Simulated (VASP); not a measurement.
# C (P2_1/m) in VASP: further runs

C is run at these levels: PBEsol; tasks: single point.

Everything below comes from runs of VASP 6.6.1. Logs are shortened: lines on timing, memory, paths and dates and some standing lists are left out, and cuts for length are marked.

### 1 The cell of the first run

It takes space group P2_1/m (No. 11, monoclinic). Conventional cell: a = 2.503 Å, b = 7.246 Å, c = 2.503 Å, α = 90.00°, β = 116.59°, γ = 90.00°. C (site symmetry m) has 3 C at 1.42 to 1.49 Å within 1.9 Å. Within 1.9 Å of C (site symmetry m) lie 3 C at 1.42 to 1.49 Å.

### 2 Single point, PBEsol (mode 4 frozen in at -0.142 Å, normal strain along x +0.0700)

Contents of INCAR:

```
SYSTEM = C
  ALGO = Normal
  EDIFF = 1E-6
  ENCUT = 520
  GGA = PS
  ISIF = 2
  ISMEAR = 0
  LASPH = .TRUE.
  LCHARG = .FALSE.
  LREAL = .FALSE.
  LWAVE = .FALSE.
  NBANDS = 16
  NELM = 80
  PREC = Accurate
  SIGMA = 0.15
```

Contents of KPOINTS:

```
k-points
0
G
  18 18 6
  0 0 0
```

Contents of POSCAR:

```
C
1.0
    2.6308443279      0.0000000000      0.0000000000
   -1.3154221640      2.1293252536      0.0000000000
    0.0000000000      0.0000000000      7.2458067263
C
4
Direct
   -0.0577479467      0.0000000000      0.0025000000
    0.0577479467      0.0000000000      0.5025000000
    0.2755800112      0.6666666667      0.0025000000
    0.7244199888      0.3333333333      0.5025000000
```

Potentials or basis: VASP PAW PBE potentials, release 64 (C).

On the command line:

```bash
cat potpaw_PBE.64/C/POTCAR > POTCAR
mpirun -np 1 vasp_std > vasp.out
```

OUTCAR:

```text
SYSTEM = C
   EDIFF = 1E-6
   ENCUT = 520
   GGA = PS
   ISIF = 2
   ISMEAR = 0
   LASPH = .TRUE.
   LREAL = .FALSE.
   NELM = 80
   PREC = Accurate

 ion  position               nearest neighbor table
   1  0.942  0.000  0.002-   3 1.42   3 1.49   3 1.49
   2  0.058  0.000  0.502-   4 1.42   4 1.49   4 1.49
   3  0.276  0.667  0.002-   1 1.42   1 1.49   1 1.49
   4  0.724  0.333  0.502-   2 1.42   2 1.49   2 1.49

  Warning from LATTYP: Monoclinic adjustment (A1->A3, A2->A1, A3->A2)!
  LATTYP: Found a base centered orthorhombic cell.
 ALAT       =     2.6308443279
 B/A-ratio  =     1.6187390725
 C/A-ratio  =     2.7541753989

  Lattice vectors:

 A1 = (   1.3154221640,  -2.1293252536,   0.0000000000)
 A2 = (   1.3154221639,   2.1293252536,   0.0000000000)
 A3 = (   0.0000000000,   0.0000000000,   7.2458067263)

Analysis of symmetry for initial positions (statically):
=====================================================================
 Subroutine PRICEL returns:
 Original cell was already a primitive cell.

 Routine SETGRP: Setting up the symmetry group for a
 base centered orthorhombic supercell.

 Subroutine GETGRP returns: Found  4 space group operations
 (whereof  1 operations were pure point group operations)
 out of a pool of  8 trial point group operations.

The static configuration has the point symmetry C_1 .
 The point group associated with its full space group is C_2h.

Analysis of symmetry for dynamics (positions and initial velocities):
=====================================================================
 Subroutine PRICEL returns:
 Original cell was already a primitive cell.

 Routine SETGRP: Setting up the symmetry group for a
 base centered orthorhombic supercell.

 Subroutine GETGRP returns: Found  4 space group operations
 (whereof  1 operations were pure point group operations)
 out of a pool of  8 trial point group operations.

The dynamic configuration has the point symmetry C_1 .
 The point group associated with its full space group is C_2h.

 Subroutine INISYM returns: Found  4 space group operations
 (whereof  1 operations are pure point group operations),
 and found     1 'primitive' translations

----------------------------------------------------------------------------------------

                                     Primitive cell

  volume of cell :      40.5905

  direct lattice vectors                    reciprocal lattice vectors
     2.630844328  0.000000000  0.000000000     0.380106109  0.234816170  0.000000000
    -1.315422164  2.129325254  0.000000000     0.000000000  0.469632339  0.000000000
     0.000000000  0.000000000  7.245806726     0.000000000  0.000000000  0.138010858

  length of vectors
     2.630844328  2.502870653  7.245806726     0.446787743  0.469632339  0.138010858

  position of ions in fractional coordinates (direct lattice)
     0.942252053  0.000000000  0.002500000
     0.057747947  0.000000000  0.502500000
     0.275580011  0.666666667  0.002500000
     0.724419989  0.333333333  0.502500000

  ion indices of the primitive-cell ions
   primitive index   ion index
                 1           1
                 2           2
                 3           3
                 4           4

----------------------------------------------------------------------------------------

 KPOINTS: k-points

Automatic generation of k-mesh.
 Grid dimensions read from file:
 generate k-points for:   18   18    6

 Generating k-lattice:

  Cartesian coordinates                     Fractional coordinates (reciprocal lattice)
     0.021117006  0.013045343  0.000000000     0.055555556  0.000000000  0.000000000
     0.000000000  0.026090686  0.000000000     0.000000000  0.055555556  0.000000000
     0.000000000  0.000000000  0.023001810     0.000000000  0.000000000  0.166666667

  Length of vectors
     0.024821541  0.026090686  0.023001810

  Shift w.r.t. Gamma in fractional coordinates (k-lattice)
     0.000000000  0.000000000  0.000000000

 Subroutine IBZKPT returns following result:
 ===========================================

 Found    656 irreducible k-points:

 Following reciprocal coordinates:
            Coordinates               Weight
  0.000000  0.000000  0.000000      1.000000
  0.055556  0.000000  0.000000      2.000000
  0.055556 -0.055556  0.000000      2.000000
  0.111111  0.000000  0.000000      2.000000
  0.111111 -0.111111  0.000000      2.000000
  0.166667  0.000000  0.000000      2.000000
[... 16 lines left out ...]
  0.111111  0.055556  0.000000      2.000000
  0.111111 -0.166667  0.000000      2.000000
 [... further k-points ...]
   k-points           NKPTS =    656   k-points in BZ     NKDIM =    656   number of bands    NBANDS=     16
   number of dos      NEDOS =    301   number of ions     NIONS =      4
   total plane-waves  NPLWV =  21600
   dimension x,y,z NGX =    20 NGY =   20 NGZ =   54
   dimension x,y,z NGXF=    40 NGYF=   40 NGZF=  108
   ions per type =               4
   NGX,Y,Z   is equivalent  to a cutoff of  12.64, 13.28, 12.39 a.u.
   NGXF,Y,Z  is equivalent  to a cutoff of  25.28, 26.57, 24.78 a.u.
 SYSTEM =  C
   PREC   = accura    normal or accurate (medium, high low for compatibility)
   ISTART =      0    job   : 0-new  1-cont  2-samecut
   ICHARG =      2    charge: 1-file 2-atom 10-const
   ISPIN  =      1    spin polarized calculation?
   LNONCOLLINEAR =      F non collinear calculations
   LSORBIT =      F    spin-orbit coupling
   LASPH  =      T    aspherical Exc in radial PAW
   ENCUT  =  520.0 eV  38.22 Ry    6.18 a.u.   4.89  4.65 13.47*2*pi/ulx,y,z
   NELM   =     80;   NELMIN=  2; NELMDL= -5     # of ELM steps
   EDIFF  = 0.1E-05   stopping-criterion for ELM
   LREAL  =      F    real-space projection
   EDIFFG = 0.1E-04   stopping-criterion for IOM
   NSW    =      0    number of steps for IOM
   IBRION =     -1    ionic relax: 0-MD 1-quasi-New 2-CG
   NFREE  =      0    steps in history (QN), initial steepest desc. (CG)
   ISIF   =      2    stress and relaxation
   ISYM   =      2    0-nonsym 1-usesym 2-fastsym
   POTIM  = 0.5000    time-step for ionic-motion
   TEBEG  =    0.0;   TEEND  =   0.0 temperature during run
   PSTRESS=    0.0 pullay stress
   NELECT =      16.0000    total number of electrons
   NUPDOWN=      -1.0000    fix difference up-down
   EMIN   =  10.00;   EMAX   =-10.00  energy-range for DOS
   EFERMI =   0.00;   METHOD = LEGACY
   ISMEAR =     0;   SIGMA  =   0.15  broadening in eV -4-tet -1-fermi 0-gaus
   EFERMI_NEDOS =   21; number of points for ismear=-14 and -15
   IALGO  =     38    algorithm
   IMIX   =      4    mixing-type and parameters
     AMIX     =   0.40;   BMIX     =  1.00
     AMIX_MAG =   1.60;   BMIX_MAG =  1.00
  volume/ion in A,a.u.               =      10.15        68.48
  Fermi-wavevector in a.u.,A,eV,Ry     =   1.200347  2.268327 19.603726  1.440833
  Thomas-Fermi vector in A             =   2.336186
   LORBIT       =      0    0 simple, 1 ext, 2 COOP (PROOUT), +10 PAW based schemes
   GGA     = PS    functional components
   LHFCALC =     F    Hartree Fock is set to
   AEXX    =    0.0000 exact exchange contribution
   IVDW    =     0    specifies the selected vdW correction
   LEPSILON=     F    determine dielectric tensor
   LRPA    =     F    only Hartree local field effects (RPA)
 non-spin polarized calculation
 Gauss-broadening in eV      SIGMA  =   0.15
  energy-cutoff  :      520.00
  volume of cell :       40.59
 maximum number of plane-waves:      1112
   NGX =  9   NGY =  9   NGZ = 27

 number of electron      16.0000000 magnetization

 Free energy of the ion-electron system (eV)
  ---------------------------------------------------
  ext. energy  EPLUGINS =         0.00000000
  ---------------------------------------------------
  free energy    TOTEN  =       -38.09170475 eV

  energy without entropy =      -38.09162026  energy(sigma->0) =      -38.09166251

 E-fermi :   3.4679     XC(G=0):  -9.8288

 val. band max:        3.2401155355   @ k =   0.3333   0.3333   0.0000
 cond. band min:       3.6909463788   @ k =   0.3333   0.3333   0.0000
 fundamental gap:      0.4508308433
 Fermi energy:         3.4678596062

 k-point     1 :       0.0000    0.0000    0.0000
  band No.  band energies     occupation
      1     -15.4050      2.00000
      2     -15.2303      2.00000
      3      -4.2714      2.00000
      4      -2.8765      2.00000
      5       0.3638      2.00000
      6       0.3719      2.00000
[... 8 lines left out ...]
     15      13.7343      0.00000
     16      13.8356      0.00000

 k-point     2 :       0.0556    0.0000    0.0000
  band No.  band energies     occupation
      1     -15.3379      2.00000
      2     -15.1640      2.00000
      3      -4.1914      2.00000
      4      -2.8009      2.00000
      5       0.0758      2.00000
      6       0.0879      2.00000
[... 8 lines left out ...]
     15      13.5060      0.00000
     16      13.6169      0.00000

 k-point     3 :       0.0556   -0.0556    0.0000
  band No.  band energies     occupation
      1     -15.3379      2.00000
      2     -15.1640      2.00000
      3      -4.1913      2.00000
      4      -2.8010      2.00000
      5       0.0731      2.00000
      6       0.0903      2.00000
[... 8 lines left out ...]
     15      13.4953      0.00000
     16      13.6262      0.00000

 k-point     4 :       0.1111    0.0000    0.0000
  band No.  band energies     occupation
      1     -15.1370      2.00000
      2     -14.9655      2.00000
      3      -3.9522      2.00000
      4      -2.5753      2.00000
      5      -0.7640      2.00000
      6      -0.7387      2.00000
[... 8 lines left out ...]
     15      12.8719      0.00000
     16      13.0474      0.00000

 k-point     5 :       0.1111   -0.1111    0.0000
  band No.  band energies     occupation
      1     -15.1370      2.00000
      2     -14.9655      2.00000
      3      -3.9518      2.00000
      4      -2.5758      2.00000
      5      -0.7656      2.00000
      6      -0.7374      2.00000
[... 8 lines left out ...]
     15      12.8157      0.00000
     16      13.0684      0.00000

 k-point     6 :       0.1667    0.0000    0.0000
  band No.  band energies     occupation
      1     -14.8035      2.00000
      2     -14.6358      2.00000
      3      -3.5567      2.00000
      4      -2.2034      2.00000
      5      -1.9416      2.00000
      6      -1.9029      2.00000
[... 8 lines left out ...]
     15      13.0898      0.00000
     16      13.1389      0.00000
[... 267 lines left out ...]
 k-point    21 :       0.0556    0.0556    0.0000
  band No.  band energies     occupation
      1     -15.1895      2.00000
      2     -15.0173      2.00000
      3      -4.0134      2.00000
      4      -2.6323      2.00000
      5      -0.4372      2.00000
      6      -0.4227      2.00000
[... 8 lines left out ...]
     15      13.0916      0.00000
     16      13.2334      0.00000

 k-point    22 :       0.0556   -0.1111    0.0000
  band No.  band energies     occupation
      1     -15.1894      2.00000
      2     -15.0173      2.00000
      3      -4.0131      2.00000
      4      -2.6327      2.00000
      5      -0.4412      2.00000
      6      -0.4192      2.00000
[... 8 lines left out ...]
     15      13.0535      0.00000
     16      13.2623      0.00000

 k-point    23 :       0.1111    0.0556    0.0000
  band No.  band energies     occupation
      1     -14.9150      2.00000
      2     -14.7460      2.00000
      3      -3.6870      2.00000
      4      -2.3246      2.00000
      5      -1.4688      2.00000
      6      -1.4410      2.00000
[... 8 lines left out ...]
     15      12.3556      0.00000
     16      13.0170      0.00000

 k-point    24 :       0.1111   -0.1667    0.0000
  band No.  band energies     occupation
      1     -14.9149      2.00000
      2     -14.7461      2.00000
      3      -3.6862      2.00000
      4      -2.3258      2.00000
      5      -1.4718      2.00000
      6      -1.4383      2.00000
[... 8 lines left out ...]
     15      12.3497      0.00000
     16      13.0166      0.00000

 [... further k-points ...]

------------------------ aborting loop because EDIFF is reached ----------------------------------------

  FORCE on cell =-STRESS in cart. coord.  units (eV):
  Direction    XX          YY          ZZ          XY          YZ          ZX
  --------------------------------------------------------------------------------------
  -------------------------------------------------------------------------------------
  Total      -14.1125008     -2.0195057      0.0329264     -0.0219885      0.0000000      0.0000000
  in kB     -557.0454877    -79.7134797      1.2996627     -0.8679258      0.0000000      0.0000000
  external PRESSURE =    -211.8197682 kB  Pullay stress =       0.0000000 kB

 VOLUME and BASIS-vectors are now :
 -----------------------------------------------------------------------------
  energy-cutoff  :      520.00
  volume of cell :       40.59
      direct lattice vectors                 reciprocal lattice vectors
     2.630844328  0.000000000  0.000000000     0.380106109  0.234816170  0.000000000
    -1.315422164  2.129325254  0.000000000     0.000000000  0.469632339  0.000000000
     0.000000000  0.000000000  7.245806726     0.000000000  0.000000000  0.138010858

 POSITION                                       TOTAL-FORCE (eV/Angst)
 -----------------------------------------------------------------------------------
      2.47892      0.00000      0.01811         0.000597     -0.428594      0.000000
      0.15193      0.00000      3.64102        -0.000597      0.428594      0.000000
     -0.15194      1.41955      0.01811         0.009154      0.428111      0.000000
      1.46736      0.70978      3.64102        -0.009154     -0.428111      0.000000
 -----------------------------------------------------------------------------------
    total drift:                                0.000000     -0.000000     -0.000010

  FREE ENERGIE OF THE ION-ELECTRON SYSTEM (eV)
  ---------------------------------------------------
  free  energy   TOTEN  =       -38.0917047504 eV

  energy  without entropy=      -38.0916202603  energy(sigma->0) =      -38.09166251
```

Wall time 9.2 min (1 thread of Oxide Virtual Turin-like, shared host); peak memory 0.36 GiB.

What came out:

- Free energy: -38.0917 eV
- Pressure: -21.2 GPa
- Largest force: 0.429 eV/Å
- Band gap on the k mesh: 0.45 eV, direct

Forces on the atoms (eV/Å):
```
C    0.001 -0.429  0.000
C   -0.001  0.429  0.000
C    0.009  0.428  0.000
C   -0.009 -0.428  0.000
```

Levels at points of the mesh, in eV from the valence-band top:
| k point | band 6 | band 7 | band 8 | band 9 | band 10 | band 11 |
| --- | --- | --- | --- | --- | --- | --- |
| (0.00, 0.00, 0.00) | -2.87 | -2.76 | -2.76 | 4.08 | 7.21 | 7.23 |
| (0.50, 0.00, 0.00) | -5.55 | -2.64 | -1.90 | 1.46 | 2.36 | 7.33 |
| (0.50, 0.50, 0.00) | -5.55 | -2.39 | -2.24 | 1.88 | 2.02 | 7.33 |
| (0.00, 0.50, 0.00) | -6.55 | -1.69 | -1.22 | 1.55 | 1.95 | 5.10 |
| (0.00, 0.00, 0.50) | -2.87 | -2.76 | -2.76 | 6.19 | 6.19 | 7.22 |
| (0.50, 0.00, 0.50) | -5.56 | -2.27 | -2.27 | 1.83 | 1.83 | 7.44 |
| (0.50, 0.50, 0.50) | -5.56 | -2.27 | -2.27 | 1.82 | 1.82 | 7.44 |
| (0.00, 0.50, 0.50) | -6.57 | -1.42 | -1.42 | 1.65 | 1.65 | 5.18 |

Caveat: the cell differs from its parent crystal (mode 4 frozen in at -0.142 Å, normal strain along x +0.0700); the PAW data sets were made with another functional, which shifts forces and pressure a little; this functional lacks dispersion, which binds the layers, so the pressure and a relaxed spacing across them are unreliable.

### 3 Single point, PBEsol (mode 4 frozen in at -0.284 Å, normal strain along x +0.0700)

Contents of INCAR:

```
SYSTEM = C
PREC     = Accurate       ! precision mode
ENCUT    = 520            ! plane-wave cutoff, eV
EDIFF    = 1E-6           ! SCF threshold, eV
ISMEAR   = 0              ! smearing method
SIGMA    = 0.15           ! smearing width, eV
LREAL    = .False.        ! projectors in reciprocal space
LASPH    = .True.         ! aspherical terms in the spheres
NELM     = 60             ! most SCF steps
ALGO     = Normal         ! electronic algorithm
ISIF     = 2              ! what is computed and relaxed
LWAVE    = .False.        ! write WAVECAR
LCHARG   = .True.         ! write CHGCAR
GGA      = PS             ! functional
LELF     = .True.         ! ELF
LVHAR    = .True.       
NBANDS   = 16             ! bands
```

Contents of KPOINTS:

```
regular mesh
0
Gamma
  18 18 6
  0 0 0
```

Contents of POSCAR:

```
C
1.0
    2.6308443279      0.0000000000      0.0000000000
   -1.3154221640      2.1293252536      0.0000000000
    0.0000000000      0.0000000000      7.2458067263
C
4
Direct
   -0.1154958935      0.0000000000      0.0025000000
    0.1154958935      0.0000000000      0.5025000000
    0.2178266890      0.6666666667      0.0025000000
    0.7821733110      0.3333333333      0.5025000000
```

Potentials or basis: VASP PAW PBE potentials, release 64 (C).

On the command line:

```bash
cat potpaw_PBE.64/C/POTCAR > POTCAR
mpirun -np 1 vasp_std > vasp.out
```

Run time: 4.7 min. Hardware: 1 thread of Oxide Virtual Turin-like, shared host; peak memory 0.36 GiB.

It converged, with:

| Item | Value |
| --- | --- |
| Free energy | -38.0878 eV |
| Pressure | -21.1 GPa |
| Largest force | 0.434 eV/Å |
| Band gap on the k mesh | 0.36 eV, indirect (least direct gap 0.41 eV) |

Forces in eV/Å, atoms in the order of the input:
```
C    0.002 -0.434  0.000
C   -0.002  0.434  0.000
C    0.013  0.424  0.000
C   -0.013 -0.424  0.000
```

Stress tensor (GPa, compression positive):
```
-55.77  -0.13   0.00
 -0.13  -7.97   0.00
  0.00   0.00   0.31
```

Levels at points of the mesh, in eV from the valence-band top:
| k point | band 4 | band 5 | band 6 | band 7 | band 8 | band 9 | band 10 | band 11 | band 12 | band 13 |
| --- | --- | --- | --- | --- | --- | --- | --- | --- | --- | --- |
| (0.00, 0.00, 0.00) | -6.14 | -2.89 | -2.89 | -2.78 | -2.78 | 4.06 | 7.19 | 7.20 | 7.93 | 7.94 |
| (0.50, 0.00, 0.00) | -12.34 | -5.60 | -5.58 | -2.73 | -1.81 | 1.30 | 2.43 | 7.33 | 7.50 | 10.45 |
| (0.50, 0.50, 0.00) | -12.38 | -5.60 | -5.58 | -2.43 | -2.24 | 1.78 | 2.08 | 7.33 | 7.50 | 10.57 |
| (0.00, 0.50, 0.00) | -12.60 | -6.59 | -6.59 | -1.71 | -1.24 | 1.50 | 1.96 | 5.15 | 5.17 | 11.31 |
| (0.00, 0.00, 0.50) | -6.90 | -2.89 | -2.89 | -2.78 | -2.78 | 6.17 | 6.17 | 7.20 | 7.20 | 7.93 |
| (0.50, 0.00, 0.50) | -12.40 | -5.59 | -5.59 | -2.29 | -2.29 | 1.81 | 1.81 | 7.42 | 7.42 | 11.88 |
| (0.50, 0.50, 0.50) | -12.40 | -5.59 | -5.59 | -2.29 | -2.29 | 1.80 | 1.80 | 7.42 | 7.42 | 11.74 |
| (0.00, 0.50, 0.50) | -12.63 | -6.59 | -6.59 | -1.44 | -1.44 | 1.63 | 1.63 | 5.16 | 5.16 | 11.90 |

Caveat: the cell differs from its parent crystal (mode 4 frozen in at -0.284 Å, normal strain along x +0.0700); the PAW data sets were made with another functional, which shifts forces and pressure a little; this functional lacks dispersion, which binds the layers, so the pressure and a relaxed spacing across them are unreliable.
